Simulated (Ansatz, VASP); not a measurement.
# Two plane-wave programs on Sc

```xyz
2
Lattice="3.2269 0.0000 0.0000 -1.6135 2.7946 0.0000 0.0000 0.0000 5.0094" Properties=species:S:1:pos:R:3 pbc="T T T"
Sc    0.0000    1.8631    1.2524
Sc    1.6135    0.9315    3.7571
```

Alike in both runs: task single point; functional LDA; k mesh 11 × 11 × 6; no spin polarisation.

|  | VASP | Ansatz |
| --- | --- | --- |
| version | VASP 6.6.1 | Ansatz 0.2.0 |
| potentials or method | VASP PAW LDA potentials, release 64 (Sc_sv), cutoff 500 eV | plane waves (420 eV) with PAW, scalar-relativistic |
| occupations | methfessel-paxton of order 1, width 0.1 eV | cold, width 0.1 eV |
| valence electrons in the cell | 22 | 22 |

```csv
,VASP,Ansatz,Ansatz less VASP
pressure (GPa),-0.2,-0.3,-0.09
"traceless stress, the component that is largest in VASP (GPa)",-0.24,-0.27,-0.024
```

Ansatz warns that its potentials were made for another functional, while VASP's fit it. LDA's correlation is that of Perdew and Zunger in VASP and of Perdew and Wang (1992) in Ansatz.
